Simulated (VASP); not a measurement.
## LiTmH4: relaxation of cell and atoms with PBE

LiTmH4:

```
Li Tm H
1.0
     3.53259    0.00000    0.00000
     0.00000    3.53259    0.00000
     0.00000    0.00000    4.97033
Li Tm H
1 1 4
Direct
  0.00000 0.00000 0.00000
  0.50000 0.50000 0.50000
  0.50000 0.00000 0.74833
  0.00000 0.50000 0.25167
  0.50000 0.00000 0.25167
  0.00000 0.50000 0.74833
```

The cell was generated, and may not be a known phase.

```yaml
Program: VASP 6.6.1
Task: relaxation of cell and atoms
Functional: PBE
Potentials_or_basis: VASP PAW PBE potentials, release 64 (Li_sv, Tm_3, H), 4f in core
Cutoff: 750 eV
k_mesh: 10 × 10 × 6
Occupations: gaussian, width 0.1 eV
Spin: no spin polarisation
Dipole_correction: no
Further_INCAR_settings: ALGO = Normal; EDIFF = 1e-07; IBRION = 2; EDIFFG = -0.01; NSW = 100; ISIF = 3
```

* Relaxed volume: 10.44 Å³/atom
* Relaxed cell: a = 3.566 Å, b = 3.566 Å, c = 4.928 Å, α = 90.00°, β = 90.00°, γ = 90.00°
* Space group after relaxing (to 0.1 Å): P4/mmm (No. 123)
* Energy gained by relaxing: 1.0 meV/atom
* Ionic steps: 8
* Pressure after relaxing: 0.0 GPa
* Largest force after relaxing: 0.008 eV/Å
* Band gap on the k mesh: zero (bands 8 and 9 overlap by 1.20 eV)

Forces in eV/Å, atoms in the order of the input:
```
Li   0.000  0.000  0.000
Tm   0.000  0.000  0.000
H    0.000  0.000  0.008
H    0.000  0.000 -0.008
H    0.000  0.000 -0.008
H    0.000  0.000  0.008
```

The path:
```tsv
step	energy change (eV)	largest force (eV/Å)	pressure (GPa)	volume (Å³)
1	0.0000	0.0272	0.74	62.03
2	-0.0038	0.0099	0.28	62.46
3	-0.0054	0.0098	-0.25	62.97
4	-0.0058	0.0004	-0.13	62.83
5	-0.0060	0.0121	0.01	62.67
6	-0.0060	0.0102	-0.03	62.69
7	-0.0060	0.0106	-0.02	62.69
8	-0.0060	0.0080	-0.01	62.66
```

Final structure:
```
CELL_PARAMETERS angstrom
3.56587 0.00000 0.00000
0.00000 3.56587 0.00000
0.00000 0.00000 4.92770
ATOMIC_POSITIONS crystal
Li 0.00000 0.00000 0.00000
Tm 0.50000 0.50000 0.50000
H 0.50000 0.00000 0.74887
H 0.00000 0.50000 0.25113
H 0.50000 0.00000 0.25113
H 0.00000 0.50000 0.74887
```

Levels at points of the mesh, in eV from the Fermi level:
| k point | band 5 | band 6 | band 7 | band 8 | band 9 | band 10 | band 11 | band 12 |
| --- | --- | --- | --- | --- | --- | --- | --- | --- |
| (0.00, 0.00, 0.00) | -7.21 | -3.19 | -3.05 | 0.34 | 1.13 | 3.90 | 3.90 | 5.71 |
| (0.50, 0.00, 0.00) | -5.36 | -3.84 | -3.31 | -0.92 | 1.20 | 3.41 | 4.35 | 5.55 |
| (0.50, 0.50, 0.00) | -3.23 | -3.23 | -2.67 | -2.67 | -0.39 | 1.40 | 5.25 | 6.63 |
| (0.00, 0.00, 0.50) | -6.35 | -4.91 | -2.81 | -0.06 | 2.37 | 3.25 | 3.25 | 5.73 |
| (0.50, 0.00, 0.50) | -4.34 | -4.31 | -3.15 | -2.88 | 3.15 | 3.60 | 4.04 | 6.60 |
| (0.50, 0.50, 0.50) | -3.93 | -3.93 | -1.82 | -1.82 | -0.36 | 3.51 | 4.42 | 4.62 |

It took 3.3 min on 1 thread of Intel(R) Xeon(R) 6975P-C (Granite Rapids), with other jobs on the host, peak memory 0.31 GiB.

Caveat: spin-orbit coupling is left out, which moves the levels of the heavy elements; the 4f electrons are frozen in the core, so they carry no moment and show no levels. Spin polarisation is off, so any magnetic state and its effect on volume and gap are missing.
